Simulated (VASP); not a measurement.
## SrTiO3: relaxation of cell and atoms with LDA

Crystal: SrTiO3.

```xyz
10
Lattice="-2.7777 2.7777 3.9463 2.7777 -2.7777 3.9463 2.7777 2.7777 -3.9463" Properties=species:S:1:pos:R:3 pbc="T T T"
Sr    0.0000    2.7777    1.9732
Sr    2.7777    0.0000    1.9732
Ti    0.0000    0.0000    0.0000
Ti    0.0000    0.0000    3.9463
O    -1.2682    1.5095    3.9463
O     1.2682    1.5095    0.0000
O     1.5095    1.2682    3.9463
O     4.0459    1.2682    0.0000
O     0.0000    0.0000    5.9195
O     0.0000    0.0000    1.9732
```

```yaml
Program: VASP 6.6.1
Task: relaxation of cell and atoms
Functional: LDA
Potentials_or_basis: VASP PAW LDA potentials, release 64 (Sr_sv, Ti_sv, O)
Cutoff: 600 eV
k_mesh: 6 × 6 × 6
Occupations: fermi-dirac, width 0.02 eV
Spin: no spin polarisation
Dipole_correction: no
Further_INCAR_settings: ALGO = Normal; EDIFF = 1e-07; IBRION = 2; EDIFFG = -0.005; NSW = 80; ISIF = 3
```

```json
{
 "Relaxed volume": "11.47 Å³/atom",
 "Relaxed cell": "a = 5.460 Å, b = 5.460 Å, c = 5.460 Å, α = 120.25°, β = 120.25°, γ = 89.56°",
 "Space group after relaxing (to 0.1 Å)": "I4/mcm (No. 140)",
 "Energy gained by relaxing": "24.3 meV/atom",
 "Ionic steps": "22",
 "Pressure after relaxing": "0.0 GPa",
 "Band gap on the k mesh": "1.95 eV (least direct gap 1.97 eV)"
}
```

The path:
```
step  energy change (eV)  largest force (eV/Å)  pressure (GPa)  volume (Å³)
   1              0.0000                0.0135          -10.47       121.79
   2              0.0153                0.0688           13.32       108.29
   3             -0.2411                0.0239           -0.13       114.86
   4             -0.2411                0.0247            0.10       114.72
   5             -0.2412                0.0242           -0.09       114.83
   6             -0.2412                0.0241           -0.15       114.87
   7             -0.2413                0.0239           -0.13       114.85
   8             -0.2416                0.0238           -0.09       114.82
   9             -0.2419                0.0230            0.02       114.74
  10             -0.2419                0.0208            0.22       114.60
  11             -0.2420                0.0217            0.13       114.67
  12             -0.2421                0.0210            0.12       114.67
  13             -0.2423                0.0183            0.09       114.68
  14             -0.2427                0.0126            0.04       114.69
  15             -0.2430                0.0000           -0.06       114.72
  16             -0.2431                0.0004            0.00       114.68
  17             -0.2431                0.0006            0.09       114.64
  18             -0.2431                0.0005            0.06       114.66
  19             -0.2431                0.0004            0.05       114.66
  20             -0.2431                0.0005            0.05       114.66
  21             -0.2431                0.0004            0.05       114.66
  22             -0.2431                0.0011            0.02       114.68
```

Final structure:
```
Sr Ti O
1.0
    -2.71983    2.71983    3.87575
     2.71983   -2.71983    3.87575
     2.71983    2.71983   -3.87575
Sr Ti O
2 2 6
Direct
  0.75000 0.25000 0.50000
  0.25000 0.75000 0.50000
  0.00000 0.00000 0.00000
  0.50000 0.50000 0.00000
  0.77653 0.27653 0.05306
  0.27653 0.22347 0.50000
  0.72347 0.77653 0.50000
  0.22347 0.72347 0.94694
  0.75000 0.75000 0.00000
  0.25000 0.25000 0.00000
```

Levels at points of the mesh, in eV from the valence-band top:
```
           k point  band 36  band 37  band 38  band 39  band 40  band 41  band 42  band 43  band 44  band 45
(0.00, 0.00, 0.00)    -0.25    -0.25    -0.18    -0.01    -0.01     1.95     1.95     1.98     4.30     4.67
(0.50, 0.00, 0.00)    -0.99    -0.75    -0.75    -0.59    -0.59     3.51     3.51     3.54     3.54     3.60
(0.50, 0.50, 0.00)    -1.51    -1.40    -0.65    -0.65    -0.04     2.10     3.90     3.92     3.93     3.97
(0.50, 0.50, 0.50)    -1.47    -1.47    -0.58    -0.58    -0.07     2.14     3.84     3.84     4.09     4.09
```

It took 28 min on 1 thread of Intel(R) Xeon(R) 6975P-C (Granite Rapids) (shared host), peak memory 0.4 GiB.

A k mesh can miss the band edges.
